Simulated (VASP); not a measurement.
# Ni (Fd-3m) in VASP: single point with PBE

Aim: the single point of Ni with PBE.

Program: VASP 6.6.1. These are calculated values, not measurements. Logs are shortened: lines on timing, memory, paths and dates and some standing lists are left out, and cuts for length are marked.

**1. The cell of the first run**

The structure is cubic, space group Fd-3m (No. 227). The conventional cell has a = 4.306 Å, b = 4.306 Å, c = 4.306 Å, α = 90.00°, β = 90.00°, γ = 90.00°. Ni (site symmetry -43m) has 4 Ni at 1.86 Å within 2.5 Å.

This isn't the form of Ni at room conditions, which is fcc.

**2. Single point, PBE, collinear spin, ferromagnetic start (9.98 Å³/atom)**

File INCAR:

```
SYSTEM = Ni
PREC     = Accurate       ! precision mode
ENCUT    = 690            ! plane-wave cutoff, eV
EDIFF    = 1E-6           ! SCF threshold, eV
ISMEAR   = -1             ! smearing method
SIGMA    = 0.1            ! smearing width, eV
LREAL    = .FALSE.        ! projectors in reciprocal space
LASPH    = .TRUE.         ! aspherical terms in the spheres
NELM     = 200            ! most SCF steps
ALGO     = Normal         ! electronic algorithm
ISIF     = 2              ! what is computed and relaxed
LWAVE    = .FALSE.        ! write WAVECAR
LCHARG   = .FALSE.        ! write CHGCAR
ISPIN    = 2              ! spin polarisation
MAGMOM   = 1 1            ! initial moments
LORBIT   = 11             ! projections on sites
LMAXMIX  = 4              ! l up to which the mixer works
GGA      = PE             ! functional
NBANDS   = 29             ! bands
GGA_COMPAT= .FALSE.
```

File KPOINTS:

```
Automatic mesh
0
G
  14 14 14
  0 0 0
```

File POSCAR:

```
Ni
1.0
    0.0000000000      2.1529633205      2.1529633205
    2.1529633205      0.0000000000      2.1529633205
    2.1529633205      2.1529633205      0.0000000000
Ni
2
Direct
   -0.1250000000     -0.1250000000     -0.1250000000
    0.1250000000      0.1250000000      0.1250000000
```

Potentials or basis: VASP PAW PBE potentials, release 64 (Ni_sv_GW).

Started as:

```sh
cat potpaw_PBE.64/Ni_sv_GW/POTCAR > POTCAR
mpirun -np 1 vasp_std > vasp.out
```

OUTCAR:

```text
SYSTEM = Ni
   PREC = Accurate
   ENCUT = 690
   EDIFF = 1E-6
   ISMEAR = -1
   LREAL = .FALSE.
   LASPH = .TRUE.
   NELM = 200
   ISIF = 2
   ISPIN = 2
   LORBIT = 11
   GGA = PE

 ion  position               nearest neighbor table
   1  0.875  0.875  0.875-   2 1.86   2 1.86   2 1.86   2 1.86
   2  0.125  0.125  0.125-   1 1.86   1 1.86   1 1.86   1 1.86

  LATTYP: Found a face centered cubic cell.
 ALAT       =     4.3059266410

  Lattice vectors:

 A1 = (   0.0000000000,   2.1529633205,   2.1529633205)
 A2 = (   2.1529633205,   0.0000000000,   2.1529633205)
 A3 = (   2.1529633205,   2.1529633205,   0.0000000000)

Analysis of symmetry for initial positions (statically):
=====================================================================
 Subroutine PRICEL returns:
 Original cell was already a primitive cell.

 Routine SETGRP: Setting up the symmetry group for a
 face centered cubic supercell.

 Subroutine GETGRP returns: Found 48 space group operations
 (whereof 12 operations were pure point group operations)
 out of a pool of 48 trial point group operations.

The static configuration has the point symmetry D_3d.
 The point group associated with its full space group is O_h .

Analysis of symmetry for dynamics (positions and initial velocities):
=====================================================================
 Subroutine PRICEL returns:
 Original cell was already a primitive cell.

 Routine SETGRP: Setting up the symmetry group for a
 face centered cubic supercell.

 Subroutine GETGRP returns: Found 48 space group operations
 (whereof 12 operations were pure point group operations)
 out of a pool of 48 trial point group operations.

The dynamic configuration has the point symmetry D_3d.
 The point group associated with its full space group is O_h .

Analysis of structural, dynamic, and magnetic symmetry:
=====================================================================
 Subroutine PRICEL returns:
 Original cell was already a primitive cell.

 Routine SETGRP: Setting up the symmetry group for a
 face centered cubic supercell.

 Subroutine GETGRP returns: Found 48 space group operations
 (whereof 12 operations were pure point group operations)
 out of a pool of 48 trial point group operations.

The overall configuration has the point symmetry D_3d.
 The point group associated with its full space group is O_h .

 Subroutine INISYM returns: Found 48 space group operations
 (whereof 12 operations are pure point group operations),
 and found     1 'primitive' translations

----------------------------------------------------------------------------------------

                                     Primitive cell

  volume of cell :      19.9591

  direct lattice vectors                    reciprocal lattice vectors
     0.000000000  2.152963321  2.152963321    -0.232238048  0.232238048  0.232238048
     2.152963321  0.000000000  2.152963321     0.232238048 -0.232238048  0.232238048
     2.152963321  2.152963321  0.000000000     0.232238048  0.232238048 -0.232238048

  length of vectors
     3.044749927  3.044749927  3.044749927     0.402248099  0.402248099  0.402248099

  position of ions in fractional coordinates (direct lattice)
     0.875000000  0.875000000  0.875000000
     0.125000000  0.125000000  0.125000000

  ion indices of the primitive-cell ions
   primitive index   ion index
                 1           1
                 2           2

----------------------------------------------------------------------------------------

 KPOINTS: Automatic mesh

Automatic generation of k-mesh.
 Grid dimensions read from file:
 generate k-points for:   14   14   14

 Generating k-lattice:

  Cartesian coordinates                     Fractional coordinates (reciprocal lattice)
    -0.016588432  0.016588432  0.016588432     0.071428571  0.000000000  0.000000000
     0.016588432 -0.016588432  0.016588432     0.000000000  0.071428571  0.000000000
     0.016588432  0.016588432 -0.016588432     0.000000000  0.000000000  0.071428571

  Length of vectors
     0.028732007  0.028732007  0.028732007

  Shift w.r.t. Gamma in fractional coordinates (k-lattice)
     0.000000000  0.000000000  0.000000000

 Subroutine IBZKPT returns following result:
 ===========================================

 Found    104 irreducible k-points:

 Following reciprocal coordinates:
            Coordinates               Weight
  0.000000  0.000000  0.000000      1.000000
  0.071429  0.000000  0.000000      8.000000
  0.142857  0.000000  0.000000      8.000000
  0.214286  0.000000  0.000000      8.000000
  0.285714  0.000000  0.000000      8.000000
  0.357143  0.000000  0.000000      8.000000
[... 16 lines left out ...]
  0.214286  0.142857  0.000000     24.000000
  0.285714  0.142857  0.000000     24.000000
 [... further k-points ...]
   k-points           NKPTS =    104   k-points in BZ     NKDIM =    104   number of bands    NBANDS=     29
   number of dos      NEDOS =    301   number of ions     NIONS =      2
   total plane-waves  NPLWV =  21952
   dimension x,y,z NGX =    28 NGY =   28 NGZ =   28
   dimension x,y,z NGXF=    56 NGYF=   56 NGZF=   56
   ions per type =               2
   NGX,Y,Z   is equivalent  to a cutoff of  15.29, 15.29, 15.29 a.u.
   NGXF,Y,Z  is equivalent  to a cutoff of  30.58, 30.58, 30.58 a.u.
 SYSTEM =  Ni
   PREC   = accura    normal or accurate (medium, high low for compatibility)
   ISTART =      0    job   : 0-new  1-cont  2-samecut
   ICHARG =      2    charge: 1-file 2-atom 10-const
   ISPIN  =      2    spin polarized calculation?
   LNONCOLLINEAR =      F non collinear calculations
   LSORBIT =      F    spin-orbit coupling
   LASPH  =      T    aspherical Exc in radial PAW
   ENCUT  =  690.0 eV  50.71 Ry    7.12 a.u.   6.52  6.52  6.52*2*pi/ulx,y,z
   NELM   =    200;   NELMIN=  2; NELMDL= -5     # of ELM steps
   EDIFF  = 0.1E-05   stopping-criterion for ELM
   LREAL  =      F    real-space projection
   EDIFFG = 0.1E-04   stopping-criterion for IOM
   NSW    =      0    number of steps for IOM
   IBRION =     -1    ionic relax: 0-MD 1-quasi-New 2-CG
   NFREE  =      0    steps in history (QN), initial steepest desc. (CG)
   ISIF   =      2    stress and relaxation
   ISYM   =      2    0-nonsym 1-usesym 2-fastsym
   POTIM  = 0.5000    time-step for ionic-motion
   TEBEG  =    0.0;   TEEND  =   0.0 temperature during run
   PSTRESS=    0.0 pullay stress
   NELECT =      36.0000    total number of electrons
   NUPDOWN=      -1.0000    fix difference up-down
   EMIN   =  10.00;   EMAX   =-10.00  energy-range for DOS
   EFERMI =   0.00;   METHOD = LEGACY
   ISMEAR =    -1;   SIGMA  =   0.10  broadening in eV -4-tet -1-fermi 0-gaus
   EFERMI_NEDOS =   21; number of points for ismear=-14 and -15
   IALGO  =     38    algorithm
   IMIX   =      4    mixing-type and parameters
     AMIX     =   0.40;   BMIX     =  1.00
     AMIX_MAG =   1.60;   BMIX_MAG =  1.00
  volume/ion in A,a.u.               =       9.98        67.35
  Fermi-wavevector in a.u.,A,eV,Ry     =   1.992794  3.765834 54.031827  3.971227
  Thomas-Fermi vector in A             =   3.010129
   LORBIT       =     11    0 simple, 1 ext, 2 COOP (PROOUT), +10 PAW based schemes
   GGA     = PE    functional components
   LHFCALC =     F    Hartree Fock is set to
   AEXX    =    0.0000 exact exchange contribution
   IVDW    =     0    specifies the selected vdW correction
   LEPSILON=     F    determine dielectric tensor
   LRPA    =     F    only Hartree local field effects (RPA)
 spin polarized calculation
  energy-cutoff  :      690.00
  volume of cell :       19.96
 maximum number of plane-waves:       869
 NGX is ok and might be reduce to    28
   NGX = 13   NGY = 13   NGZ = 13

 number of electron      36.0000016 magnetization       1.4413803

 Free energy of the ion-electron system (eV)
  ---------------------------------------------------
  ext. energy  EPLUGINS =         0.00000000
  ---------------------------------------------------
  free energy    TOTEN  =        -6.49236897 eV

  energy without entropy =       -6.42173463  energy(sigma->0) =       -6.45705180

 E-fermi :   9.4690     XC(G=0): -14.1070

 val. band max:        9.4589711563   @ k =  -0.4286   0.3571   0.1429
 cond. band min:       9.4715968289   @ k =   0.5000   0.0000   0.0000
 fundamental gap:      0.0126256726
 Fermi energy:         9.4689755896

 spin component 1

 k-point     1 :       0.0000    0.0000    0.0000
  band No.  band energies     occupation
      1     -95.7128      1.00000
      2     -95.0369      1.00000
      3     -56.2760      1.00000
      4     -56.2760      1.00000
      5     -56.2760      1.00000
      6     -55.3706      1.00000
[... 21 lines left out ...]
     28      31.6217      0.00000
     29      31.6217      0.00000
[... 705 lines left out ...]
 k-point    24 :       0.2857    0.1429    0.0000
  band No.  band energies     occupation
      1     -95.6264      1.00000
      2     -95.1234      1.00000
      3     -56.3732      1.00000
      4     -56.3689      1.00000
      5     -56.1957      1.00000
      6     -55.4587      1.00000
[... 21 lines left out ...]
     28      34.1475      0.00000
     29      36.1361      0.00000

 [... further k-points ...]

 spin component 2

 k-point     1 :       0.0000    0.0000    0.0000
  band No.  band energies     occupation
      1     -94.7795      1.00000
      2     -94.0892      1.00000
      3     -55.3774      1.00000
      4     -55.3774      1.00000
      5     -55.3774      1.00000
      6     -54.4511      1.00000
[... 21 lines left out ...]
     28      31.7434      0.00000
     29      31.7434      0.00000
[... 705 lines left out ...]
 k-point    24 :       0.2857    0.1429    0.0000
  band No.  band energies     occupation
      1     -94.6913      1.00000
      2     -94.1775      1.00000
      3     -55.4775      1.00000
      4     -55.4730      1.00000
      5     -55.2956      1.00000
      6     -54.5413      1.00000
[... 21 lines left out ...]
     28      34.3217      0.00000
     29      36.2453      0.00000

 [... further k-points ...]

------------------------ aborting loop because EDIFF is reached ----------------------------------------

  FORCE on cell =-STRESS in cart. coord.  units (eV):
  Direction    XX          YY          ZZ          XY          YZ          ZX
  --------------------------------------------------------------------------------------
  -------------------------------------------------------------------------------------
  Total       19.1836018     19.1836018     19.1836018      0.0000000      0.0000000      0.0000000
  in kB     1539.9295223   1539.9295223   1539.9295223      0.0000000      0.0000000      0.0000000
  external PRESSURE =    1539.9295223 kB  Pullay stress =       0.0000000 kB

 VOLUME and BASIS-vectors are now :
 -----------------------------------------------------------------------------
  energy-cutoff  :      690.00
  volume of cell :       19.96
      direct lattice vectors                 reciprocal lattice vectors
     0.000000000  2.152963321  2.152963321    -0.232238048  0.232238048  0.232238048
     2.152963321  0.000000000  2.152963321     0.232238048 -0.232238048  0.232238048
     2.152963321  2.152963321  0.000000000     0.232238048  0.232238048 -0.232238048

 POSITION                                       TOTAL-FORCE (eV/Angst)
 -----------------------------------------------------------------------------------
      3.76769      3.76769      3.76769        -0.000000     -0.000000     -0.000000
      0.53824      0.53824      0.53824         0.000000      0.000000      0.000000
 -----------------------------------------------------------------------------------
    total drift:                                0.000000      0.000000     -0.000000

  FREE ENERGIE OF THE ION-ELECTRON SYSTEM (eV)
  ---------------------------------------------------
  free  energy   TOTEN  =        -6.4923689710 eV

  energy  without entropy=       -6.4217346279  energy(sigma->0) =       -6.45705180

 total charge

# of ion       s       p       d       f       tot
--------------------------------------------------
    1        2.385   6.487   8.021   0.030  16.923
    2        2.385   6.487   8.021   0.030  16.923
--------------------------------------------------
tot          4.769  12.974  16.043   0.061  33.846

 magnetization (x)

# of ion       s       p       d       f       tot
--------------------------------------------------
    1       -0.006  -0.006   0.738   0.001   0.727
    2       -0.006  -0.006   0.738   0.001   0.727
--------------------------------------------------
tot         -0.012  -0.013   1.477   0.001   1.453
```

It took 6.6 min on 1 thread of AMD EPYC 7R43 (Zen 3), shared host; peak memory 0.25 GiB.

What came out:

* Free energy: -6.4924 eV
* Pressure: 154.0 GPa
* Net moment: 1.44 μB per cell
* Site moments: Ni +0.73 μB
* Valence electrons inside the program's atomic spheres: Ni 16.92

Caveat: the cell stands under pressure.
